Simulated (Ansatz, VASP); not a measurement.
## AlNi: VASP beside Ansatz

File POSCAR:

```
AlNi
1.0
    2.8631691193      0.0000000000      0.0000000000
    0.0000000000      2.8631691193      0.0000000000
    0.0000000000      0.0000000000      2.8631691193
Al Ni
1 1
Direct
    0.0000000000      0.0000000000      0.0000000000
    0.5000000000      0.5000000000      0.5000000000
```

File INCAR.step1:

```
SYSTEM = AlNi
  PREC = Accurate
  ENCUT = 520
  ISMEAR = 0
  SIGMA = 0.1
  LREAL = .False.
  LASPH = .True.
  NELM = 100
  NBANDS = 14
  GGA = PE
  ALGO = Normal
  EDIFF = 1E-4
  LWAVE = .True.
  LCHARG = .False.
```

The input INCAR.step2:

```
SYSTEM = AlNi
  PREC = Accurate
  ENCUT = 520
  EDIFF = 1E-6
  ISMEAR = 0
  SIGMA = 0.1
  LREAL = .False.
  LASPH = .True.
  NELM = 100
  ALGO = Normal
  ISIF = 2
  LWAVE = .False.
  LCHARG = .False.
  METAGGA = R2SCAN
  LMIXTAU = .True.
  NBANDS = 14
  ISTART = 1
```

KPOINTS

```
Automatic mesh
0
Gamma
  14 14 14
  0 0 0
```

Input for Ansatz:

```yaml
crystal:
  lattice:
    - [2.8631691193, 0.0, 0.0]
    - [0.0, 2.8631691193, 0.0]
    - [0.0, 0.0, 2.8631691193]
  atoms:
    - { symbol: Al, position: [0.0, 0.0, 0.0] }
    - { symbol: Ni, position: [0.5, 0.5, 0.5] }
basis:
  ecutwfc: 500
kpoints:
  mp_grid: { grid: [14, 14, 14] }
  band_path:
    path:
      - [[0.0, 0.0, 0.0], [0.0, 0.5, 0.0], [0.5, 0.5, 0.0], [0.0, 0.0, 0.0], [0.5, 0.5, 0.5], [0.0, 0.5, 0.0]]
      - [[0.5, 0.5, 0.5], [0.5, 0.5, 0.0]]
    npoints: 14
hamiltonian:
  xc: r2scan
scf:
  occupations: { method: gaussian, width: 0.1 }
  n_extra_bands: 6
output:
  forces: true
  stress: true
  eigenvalues: true
  populations: true
  dos: { projected: true, de: 0.02, nscf_kmesh: { grid: [21, 21, 21] } }
  bader: true
  write_density: true
  write_potential: true
  elf: true
  volumetric_format: npy
checkpoint:
  read: start.run
  write: ck
  compress: false
  write_wavefunctions: false
  write_every: 100000
```

Alike in both runs: task single point; functional r2SCAN; k mesh 14 × 14 × 14; occupations gaussian, width 0.1 eV; no spin polarisation.

|  | VASP | Ansatz |
| --- | --- | --- |
| version | VASP 6.6.1 | Ansatz 0.2.0 |
| potentials or method | VASP PAW PBE potentials, release 64 (Al, Ni), cutoff 520 eV | scalar-relativistic, plane waves, PAW |
| valence electrons in the cell | 13 | 21 |

```tsv
	VASP	Ansatz	Ansatz less VASP
gap on the k mesh at the Fermi level (eV)	none	none	-
pressure (GPa)	-0.2	0.0	+0.20
```

VASP's potentials were made for PBE, not for r2SCAN. A gap of «none» marks a metal or a gap that the smearing closes. VASP's potentials hold 13 valence electrons a cell and Ansatz's 21, so a difference there can come from the potentials and not from the codes.
